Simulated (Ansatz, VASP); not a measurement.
## Two plane-wave programs on BiTe5

```
Bi Te
1.0
     7.14753    0.00000    0.00000
    -3.57376    6.18994    0.00000
     0.00000    0.00000    4.42023
Bi Te
1 5
Direct
  0.00000 0.00000 0.50000
  0.00000 0.33385 0.00000
  0.66615 0.66615 0.00000
  0.33385 0.00000 0.00000
  0.66667 0.33333 0.50000
  0.33333 0.66667 0.50000
```

Change from the starting cell: species swapped into the Mg5Sn type (P-62m, No. 189).

Alike in both runs: task relaxation of cell and atoms; functional PBE; k mesh 6 × 6 × 8; occupations gaussian, width 0.1 eV; no spin polarisation.

|  | VASP | Ansatz |
| --- | --- | --- |
| version | VASP 6.6.1 | Ansatz 0.2.0 |
| potentials or method | VASP PAW PBE potentials, release 64 (Bi_d, Te), cutoff 600 eV | scalar-relativistic, plane waves, PAW |
| valence electrons in the cell | 45 | 95 |

|  | VASP | Ansatz | Ansatz less VASP |
| --- | --- | --- | --- |
| gap on the k mesh at the Fermi level, each at its own relaxed structure (eV) | none | none | - |
| relaxed volume (Å³/atom) | 31.78 | 31.85 | +0.067 |
| relaxed length of the cell vector where the two differ most in proportion (Å) | 7.018 | 7.027 | +0.0092 |

A gap of «none» marks a metal or a gap that the smearing closes. VASP's potentials hold 45 valence electrons a cell and Ansatz's 95, so a difference there can come from the potentials and not from the codes.

Neither program's run includes spin-orbit coupling.
